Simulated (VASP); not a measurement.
# InSb (I-4m2) in VASP: a series of runs

Runs on InSb. Level: PBEsol. Tasks: single point.

Everything below comes from runs of VASP 6.6.1. Logs are shortened: lines on timing, memory, paths and dates and some standing lists are left out, and cuts for length are marked.

## 1. The cell of the first run

It takes space group I-4m2 (No. 119, tetragonal). Conventional cell: a = 4.947 Å, b = 4.947 Å, c = 5.960 Å, α = 90.00°, β = 90.00°, γ = 90.00°. In (site symmetry -4m2) has 4 Sb at 2.89 Å within 3.8 Å. Sb (site symmetry -4m2) has 4 In at 2.89 Å within 3.8 Å.

## 2. Single point, PBEsol (strain +0.080 along x and y, -0.080 along z)

Input file INCAR:

```
PREC     = Accurate       # precision mode
ENCUT    = 520            # plane-wave cutoff, eV
EDIFF    = 1E-7           # SCF threshold, eV
ISMEAR   = 0              # smearing method
SIGMA    = 0.15           # smearing width, eV
LREAL    = False          # projectors in reciprocal space
LASPH    = True           # aspherical terms in the spheres
NELM     = 60             # most SCF steps
ALGO     = Normal         # electronic algorithm
ISIF     = 2              # what is computed and relaxed
LWAVE    = False          # write WAVECAR
LCHARG   = True           # write CHGCAR
GGA      = PS             # functional
LELF     = True           # ELF
LVHAR    = True         
NBANDS   = 16             # bands
```

Input file KPOINTS:

```
Automatic mesh
0
Gamma
  12 12 12
```

Input file POSCAR:

```
InSb
1.0
    0.0000000000      3.4982280000      2.9799720000
    3.4982280000      0.0000000000      2.9799720000
    3.4982280000      3.4982280000      0.0000000000
In Sb
1 1
Direct
    0.0000000000      0.0000000000      0.0000000000
    0.7500000000      0.7500000000      0.7500000000
```

Potentials or basis: VASP PAW PBE potentials, release 64 (In_d, Sb).

Launch:

```
> cat potpaw_PBE.64/In_d/POTCAR potpaw_PBE.64/Sb/POTCAR > POTCAR
> mpirun -np 1 vasp_std > vasp.out
```

OUTCAR:

```text
PREC = Accurate
   ENCUT = 520
   EDIFF = 1E-7
   ISMEAR = 0
   LREAL = False
   LASPH = True
   NELM = 60
   ISIF = 2
   GGA = PS

 ion  position               nearest neighbor table
   1  0.000  0.000  0.000-   2 2.89   2 2.89   2 2.89   2 2.89
   2  0.750  0.750  0.750-   1 2.89   1 2.89   1 2.89   1 2.89

  LATTYP: Found a body centered tetragonal cell.
 ALAT       =     4.9472414819
 C/A-ratio  =     1.2047004420

  Lattice vectors:

 A1 = (   0.0000000000,  -3.4982280000,  -2.9799720000)
 A2 = (   0.0000000000,   3.4982280000,  -2.9799720000)
 A3 = (   3.4982280000,   0.0000000000,   2.9799720000)

Analysis of symmetry for initial positions (statically):
=====================================================================
 Subroutine PRICEL returns:
 Original cell was already a primitive cell.

 Routine SETGRP: Setting up the symmetry group for a
 body centered tetragonal supercell.

 Subroutine GETGRP returns: Found  8 space group operations
 (whereof  8 operations were pure point group operations)
 out of a pool of 16 trial point group operations.

The static configuration has the point symmetry D_2d.

Analysis of symmetry for dynamics (positions and initial velocities):
=====================================================================
 Subroutine PRICEL returns:
 Original cell was already a primitive cell.

 Routine SETGRP: Setting up the symmetry group for a
 body centered tetragonal supercell.

 Subroutine GETGRP returns: Found  8 space group operations
 (whereof  8 operations were pure point group operations)
 out of a pool of 16 trial point group operations.

The dynamic configuration has the point symmetry D_2d.

 Subroutine INISYM returns: Found  8 space group operations
 (whereof  8 operations are pure point group operations),
 and found     1 'primitive' translations

----------------------------------------------------------------------------------------

                                     Primitive cell

  volume of cell :      72.9354

  direct lattice vectors                    reciprocal lattice vectors
     0.000000000  3.498228000  2.979972000    -0.142929506  0.142929506  0.167786811
     3.498228000  0.000000000  2.979972000     0.142929506 -0.142929506  0.167786811
     3.498228000  3.498228000  0.000000000     0.142929506  0.142929506 -0.167786811

  length of vectors
     4.595414264  4.595414264  4.947241482     0.262697738  0.262697738  0.262697738

  position of ions in fractional coordinates (direct lattice)
     0.000000000  0.000000000  0.000000000
     0.750000000  0.750000000  0.750000000

  ion indices of the primitive-cell ions
   primitive index   ion index
                 1           1
                 2           2

----------------------------------------------------------------------------------------

 KPOINTS: Automatic mesh

Automatic generation of k-mesh.
 Grid dimensions read from file:
 generate k-points for:   12   12   12

 Generating k-lattice:

  Cartesian coordinates                     Fractional coordinates (reciprocal lattice)
    -0.011910792  0.011910792  0.013982234     0.083333333 -0.000000000  0.000000000
     0.011910792 -0.011910792  0.013982234    -0.000000000  0.083333333  0.000000000
     0.011910792  0.011910792 -0.013982234     0.000000000  0.000000000  0.083333333

  Length of vectors
     0.021891478  0.021891478  0.021891478

  Shift w.r.t. Gamma in fractional coordinates (k-lattice)
     0.000000000  0.000000000  0.000000000

 Subroutine IBZKPT returns following result:
 ===========================================

 Found    163 irreducible k-points:

 Following reciprocal coordinates:
            Coordinates               Weight
  0.000000  0.000000  0.000000      1.000000
  0.083333 -0.000000  0.000000      8.000000
  0.166667 -0.000000  0.000000      8.000000
  0.250000  0.000000  0.000000      8.000000
  0.333333  0.000000  0.000000      8.000000
  0.416667 -0.000000  0.000000      8.000000
[... 16 lines left out ...]
  0.500000  0.166667  0.000000      8.000000
 -0.416667  0.166667  0.000000      8.000000
 [... further k-points ...]
   k-points           NKPTS =    163   k-points in BZ     NKDIM =    163   number of bands    NBANDS=     16
   number of dos      NEDOS =    301   number of ions     NIONS =      2
   total plane-waves  NPLWV =  51840
   dimension x,y,z NGX =    36 NGY =   36 NGZ =   40
   dimension x,y,z NGXF=    72 NGYF=   72 NGZF=   80
   ions per type =               1   1
   NGX,Y,Z   is equivalent  to a cutoff of  13.02, 13.02, 13.44 a.u.
   NGXF,Y,Z  is equivalent  to a cutoff of  26.05, 26.05, 26.88 a.u.
 SYSTEM =  unknown system
   PREC   = accura    normal or accurate (medium, high low for compatibility)
   ISTART =      0    job   : 0-new  1-cont  2-samecut
   ICHARG =      2    charge: 1-file 2-atom 10-const
   ISPIN  =      1    spin polarized calculation?
   LNONCOLLINEAR =      F non collinear calculations
   LSORBIT =      F    spin-orbit coupling
   LASPH  =      T    aspherical Exc in radial PAW
   ENCUT  =  520.0 eV  38.22 Ry    6.18 a.u.   8.54  8.54  9.20*2*pi/ulx,y,z
   NELM   =     60;   NELMIN=  2; NELMDL= -5     # of ELM steps
   EDIFF  = 0.1E-06   stopping-criterion for ELM
   LREAL  =      F    real-space projection
   EDIFFG = 0.1E-05   stopping-criterion for IOM
   NSW    =      0    number of steps for IOM
   IBRION =     -1    ionic relax: 0-MD 1-quasi-New 2-CG
   NFREE  =      0    steps in history (QN), initial steepest desc. (CG)
   ISIF   =      2    stress and relaxation
   ISYM   =      2    0-nonsym 1-usesym 2-fastsym
   POTIM  = 0.5000    time-step for ionic-motion
   TEBEG  =    0.0;   TEEND  =   0.0 temperature during run
   PSTRESS=    0.0 pullay stress
   NELECT =      18.0000    total number of electrons
   NUPDOWN=      -1.0000    fix difference up-down
   EMIN   =  10.00;   EMAX   =-10.00  energy-range for DOS
   EFERMI =   0.00;   METHOD = LEGACY
   ISMEAR =     0;   SIGMA  =   0.15  broadening in eV -4-tet -1-fermi 0-gaus
   EFERMI_NEDOS =   21; number of points for ismear=-14 and -15
   IALGO  =     38    algorithm
   IMIX   =      4    mixing-type and parameters
     AMIX     =   0.40;   BMIX     =  1.00
     AMIX_MAG =   1.60;   BMIX_MAG =  1.00
  volume/ion in A,a.u.               =      36.47       246.10
  Fermi-wavevector in a.u.,A,eV,Ry     =   1.026880  1.940521 14.347095  1.054482
  Thomas-Fermi vector in A             =   2.160795
   LORBIT       =      0    0 simple, 1 ext, 2 COOP (PROOUT), +10 PAW based schemes
   GGA     = PS    functional components
   LHFCALC =     F    Hartree Fock is set to
   AEXX    =    0.0000 exact exchange contribution
   IVDW    =     0    specifies the selected vdW correction
   LEPSILON=     F    determine dielectric tensor
   LRPA    =     F    only Hartree local field effects (RPA)
 non-spin polarized calculation
 Gauss-broadening in eV      SIGMA  =   0.15
  energy-cutoff  :      520.00
  volume of cell :       72.94
 maximum number of plane-waves:      1985
 NGX is ok and might be reduce to    36
   NGX = 17   NGY = 17   NGZ = 19

 number of electron      18.0000001 magnetization

 Free energy of the ion-electron system (eV)
  ---------------------------------------------------
  ext. energy  EPLUGINS =         0.00000000
  ---------------------------------------------------
  free energy    TOTEN  =        -7.58935104 eV

  energy without entropy =       -7.58817816  energy(sigma->0) =       -7.58876460

 E-fermi :   4.4007     XC(G=0):  -8.5991

 val. band max:        4.3874407670   @ k =   0.0833   0.0000   0.0833
 cond. band min:       4.4209314282   @ k =   0.5000   0.0000   0.0000
 fundamental gap:      0.0334906612
 Fermi energy:         4.4007420402

 k-point     1 :       0.0000    0.0000    0.0000
  band No.  band energies     occupation
      1     -10.1635      2.00000
      2     -10.1635      2.00000
      3     -10.1342      2.00000
      4     -10.1075      2.00000
      5     -10.0772      2.00000
      6      -6.0281      2.00000
[... 8 lines left out ...]
     15      11.3160      0.00000
     16      12.1772      0.00000

 k-point     2 :       0.0833   -0.0000    0.0000
  band No.  band energies     occupation
      1     -10.1643      2.00000
      2     -10.1624      2.00000
      3     -10.1350      2.00000
      4     -10.1077      2.00000
      5     -10.0769      2.00000
      6      -5.9710      2.00000
[... 8 lines left out ...]
     15      11.0776      0.00000
     16      11.7298      0.00000

 k-point     3 :       0.1667   -0.0000    0.0000
  band No.  band energies     occupation
      1     -10.1673      2.00000
      2     -10.1593      2.00000
      3     -10.1360      2.00000
      4     -10.1079      2.00000
      5     -10.0760      2.00000
      6      -5.8043      2.00000
[... 8 lines left out ...]
     15      10.9652      0.00000
     16      11.7067      0.00000

 k-point     4 :       0.2500    0.0000    0.0000
  band No.  band energies     occupation
      1     -10.1734      2.00000
      2     -10.1555      2.00000
      3     -10.1356      2.00000
      4     -10.1081      2.00000
      5     -10.0745      2.00000
      6      -5.5452      2.00000
[... 8 lines left out ...]
     15      11.2996      0.00000
     16      12.3049      0.00000
[... 324 lines left out ...]
 k-point    22 :       0.4167    0.1667    0.0000
  band No.  band energies     occupation
      1     -10.1873      2.00000
      2     -10.1443      2.00000
      3     -10.1373      2.00000
      4     -10.1143      2.00000
      5     -10.0686      2.00000
      6      -4.8801      2.00000
[... 8 lines left out ...]
     15      13.0043      0.00000
     16      13.5627      0.00000

 k-point    23 :       0.5000    0.1667    0.0000
  band No.  band energies     occupation
      1     -10.1917      2.00000
      2     -10.1432      2.00000
      3     -10.1342      2.00000
      4     -10.1127      2.00000
      5     -10.0687      2.00000
      6      -4.6789      2.00000
[... 8 lines left out ...]
     15      13.3797      0.00000
     16      13.6853      0.00000

 k-point    24 :      -0.4167    0.1667    0.0000
  band No.  band energies     occupation
      1     -10.1917      2.00000
      2     -10.1439      2.00000
      3     -10.1326      2.00000
      4     -10.1104      2.00000
      5     -10.0702      2.00000
      6      -4.6916      2.00000
[... 8 lines left out ...]
     15      12.5382      0.00000
     16      13.2554      0.00000

 [... further k-points ...]

------------------------ aborting loop because EDIFF is reached ----------------------------------------

  FORCE on cell =-STRESS in cart. coord.  units (eV):
  Direction    XX          YY          ZZ          XY          YZ          ZX
  --------------------------------------------------------------------------------------
  -------------------------------------------------------------------------------------
  Total       -1.4932635     -1.4932635     -0.0160210      0.0000000     -0.0000000      0.0000000
  in kB      -32.8026277    -32.8026277     -0.3519344      0.0000000     -0.0000000      0.0000000
  external PRESSURE =     -21.9857299 kB  Pullay stress =       0.0000000 kB

 VOLUME and BASIS-vectors are now :
 -----------------------------------------------------------------------------
  energy-cutoff  :      520.00
  volume of cell :       72.94
      direct lattice vectors                 reciprocal lattice vectors
     0.000000000  3.498228000  2.979972000    -0.142929506  0.142929506  0.167786811
     3.498228000  0.000000000  2.979972000     0.142929506 -0.142929506  0.167786811
     3.498228000  3.498228000  0.000000000     0.142929506  0.142929506 -0.167786811

 POSITION                                       TOTAL-FORCE (eV/Angst)
 -----------------------------------------------------------------------------------
      0.00000      0.00000      0.00000         0.000000      0.000000      0.000000
      5.24734      5.24734      4.46996        -0.000000     -0.000000      0.000000
 -----------------------------------------------------------------------------------
    total drift:                               -0.000000     -0.000000     -0.000002

  FREE ENERGIE OF THE ION-ELECTRON SYSTEM (eV)
  ---------------------------------------------------
  free  energy   TOTEN  =        -7.5893510395 eV

  energy  without entropy=       -7.5881781599  energy(sigma->0) =       -7.58876460
```

Run time: 3 min. Hardware: 1 thread of Intel Xeon 6975P-C, shared host; peak memory 0.37 GiB.

What came out:

```
Free energy            : -7.5894 eV
Pressure               : -2.2 GPa
Band gap on the k mesh : 0.03 eV, indirect (least direct gap 0.51 eV)
```

Levels at points of the mesh, in eV from the valence-band top:
```csv
k point,band 5,band 6,band 7,band 8,band 9,band 10,band 11,band 12,band 13,band 14
"(0.00, 0.00, 0.00)",-14.46,-10.42,-0.91,-0.35,-0.35,0.24,2.69,3.04,3.04,5.41
"(0.50, 0.00, 0.00)",-14.46,-9.22,-5.45,-1.44,-0.64,0.03,3.28,4.16,6.07,7.26
"(0.50, 0.50, 0.00)",-14.45,-8.47,-5.33,-2.64,-2.64,0.47,0.87,7.61,7.61,8.45
"(0.50, 0.00, 0.50)",-14.46,-8.83,-5.96,-1.90,-1.81,1.50,1.55,6.66,7.04,7.44
```

Caveat: the cell differs from its parent crystal (strain +0.080 along x and y, -0.080 along z); the PAW data sets were made with another functional, which shifts forces and pressure a little; spin-orbit coupling is left out, which moves the levels of the heavy elements.

## 3. Single point, PBEsol (strain +0.080 along x and y, +0.000 along z)

Input file INCAR:

```
PREC = Accurate
ENCUT = 520
EDIFF = 1E-6
ISMEAR = 0
SIGMA = 0.15
LREAL = F
LASPH = T
NELM = 100
ALGO = Normal
ISIF = 2
LWAVE = F
LCHARG = T
GGA = PS
LELF = T
LVHAR = T
NBANDS = 16
```

KPOINTS is that of step 2.

Input file POSCAR:

```
InSb
1.0
    0.0000000000      3.4982280000      3.2391000000
    3.4982280000      0.0000000000      3.2391000000
    3.4982280000      3.4982280000      0.0000000000
In Sb
1 1
Direct
    0.0000000000      0.0000000000      0.0000000000
    0.7500000000      0.7500000000      0.7500000000
```

Potentials or basis: VASP PAW PBE potentials, release 64 (In_d, Sb).

Launch:

```
> cat potpaw_PBE.64/In_d/POTCAR potpaw_PBE.64/Sb/POTCAR > POTCAR
> mpirun -np 1 vasp_std > vasp.out
```

It took 2.9 min on 1 thread of Intel Xeon 6975P-C, shared host; peak memory 0.38 GiB.

It converged, with:

```
Free energy            : -7.5302 eV
Pressure               : -4.2 GPa
Band gap on the k mesh : 0.20 eV, indirect (least direct gap 0.30 eV)
```

Stress tensor (GPa, compression positive):
```
-4.80  0.00  0.00
 0.00 -4.80  0.00
 0.00  0.00 -2.95
```

Levels at points of the mesh, in eV from the valence-band top:
| k point | band 5 | band 6 | band 7 | band 8 | band 9 | band 10 | band 11 | band 12 | band 13 | band 14 |
| --- | --- | --- | --- | --- | --- | --- | --- | --- | --- | --- |
| (0.00, 0.00, 0.00) | -14.22 | -9.87 | -1.11 | -0.10 | -0.10 | 0.19 | 2.84 | 3.01 | 3.01 | 5.41 |
| (0.50, 0.00, 0.00) | -14.22 | -8.85 | -5.02 | -0.99 | -0.60 | 0.20 | 3.58 | 3.92 | 6.00 | 7.24 |
| (0.50, 0.50, 0.00) | -14.22 | -8.32 | -5.16 | -2.03 | -2.03 | 0.99 | 1.32 | 7.27 | 7.27 | 7.97 |
| (0.50, 0.00, 0.50) | -14.22 | -8.46 | -5.43 | -1.70 | -1.67 | 1.47 | 1.60 | 6.92 | 7.16 | 7.54 |

Caveat: the cell differs from its parent crystal (strain +0.080 along x and y, +0.000 along z); the PAW data sets were made with another functional, which shifts forces and pressure a little; spin-orbit coupling is left out, which moves the levels of the heavy elements.
